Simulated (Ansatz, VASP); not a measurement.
## MgZn5O6: VASP beside Ansatz

INCAR

```
  ALGO = Normal
  EDIFF = 1E-7
  ENCUT = 520
  GGA = PE
  ISIF = 2
  ISMEAR = 0
  LASPH = T
  LCHARG = F
  LREAL = F
  LWAVE = F
  NBANDS = 61
  NELM = 80
  PREC = Accurate
  SIGMA = 0.1
```

Contents of KPOINTS:

```
k-points
0
Gamma
  6 6 2
```

File POSCAR:

```
MgZn5O6
1.0
    3.2427424400      0.0000000000      0.0000000000
    0.0000000000      3.2427424400      0.0000000000
    0.0000000000      0.0000000000     13.7577910100
Mg Zn O
1 5 6
Direct
    0.5000000000      0.5000000000      0.0000000000
    0.0000000000      0.0000000000      0.8333333300
    0.0000000000      0.0000000000      0.1666666700
    0.5000000000      0.5000000000      0.3333333300
    0.0000000000      0.0000000000      0.5000000000
    0.5000000000      0.5000000000      0.6666666700
    0.0000000000      0.0000000000      0.0000000000
    0.5000000000      0.5000000000      0.1666666700
    0.0000000000      0.0000000000      0.3333333300
    0.5000000000      0.5000000000      0.5000000000
    0.0000000000      0.0000000000      0.6666666700
    0.5000000000      0.5000000000      0.8333333300
```

Input for Ansatz:

```yaml
crystal:
  lattice:
    - [3.24274244, 0.0, 0.0]
    - [0.0, 3.24274244, 0.0]
    - [0.0, 0.0, 13.75779101]
  atoms:
    - { symbol: Mg, position: [0.5, 0.5, 0.0] }
    - { symbol: Zn, position: [0.0, 0.0, 0.83333333] }
    - { symbol: Zn, position: [0.0, 0.0, 0.16666667] }
    - { symbol: Zn, position: [0.5, 0.5, 0.33333333] }
    - { symbol: Zn, position: [0.0, 0.0, 0.5] }
    - { symbol: Zn, position: [0.5, 0.5, 0.66666667] }
    - { symbol: O, position: [0.0, 0.0, 0.0] }
    - { symbol: O, position: [0.5, 0.5, 0.16666667] }
    - { symbol: O, position: [0.0, 0.0, 0.33333333] }
    - { symbol: O, position: [0.5, 0.5, 0.5] }
    - { symbol: O, position: [0.0, 0.0, 0.66666667] }
    - { symbol: O, position: [0.5, 0.5, 0.83333333] }
basis:
  ecutwfc: 420
kpoints:
  mp_grid: { grid: [6, 6, 2] }
hamiltonian:
  xc: pbe
scf:
  occupations: { method: gaussian, width: 0.1 }
  lower_state_search: "off"
output:
  forces: true
  stress: true
  eigenvalues: true
```

Alike in both runs: task single point; functional PBE; k mesh 6 × 6 × 2; occupations gaussian, width 0.1 eV; no spin polarisation.

|  | VASP | Ansatz |
| --- | --- | --- |
| version | VASP 6.6.1 | Ansatz 0.2.0 |
| potentials or method | VASP PAW PBE potentials, release 64 (Mg, Zn, O), cutoff 520 eV | scalar-relativistic, plane waves, PAW |
| valence electrons in the cell | 98 | 106 |

Ansatz gave:

```
gap on the k mesh at the Fermi level (eV)                     : 0.28
least direct gap on the mesh (eV)                             : 0.97
pressure (GPa)                                                : -19.6
traceless stress, the component that is largest in VASP (GPa) : -0.08
rms of the force components (eV/Å)                            : 0.042
```

Question: What did VASP give for the same quantities?

Answer: gap on the k mesh at the Fermi level (eV): 0.26; least direct gap on the mesh (eV): 0.95; pressure (GPa): -19.4; traceless stress, the component that is largest in VASP (GPa): -0.07; rms of the force components (eV/Å): 0.045.

Atom by atom the forces differ by 0.007 eV/Å (rms over components). VASP's potentials hold 98 valence electrons a cell and Ansatz's 106, so a difference there can come from the potentials and not from the codes.
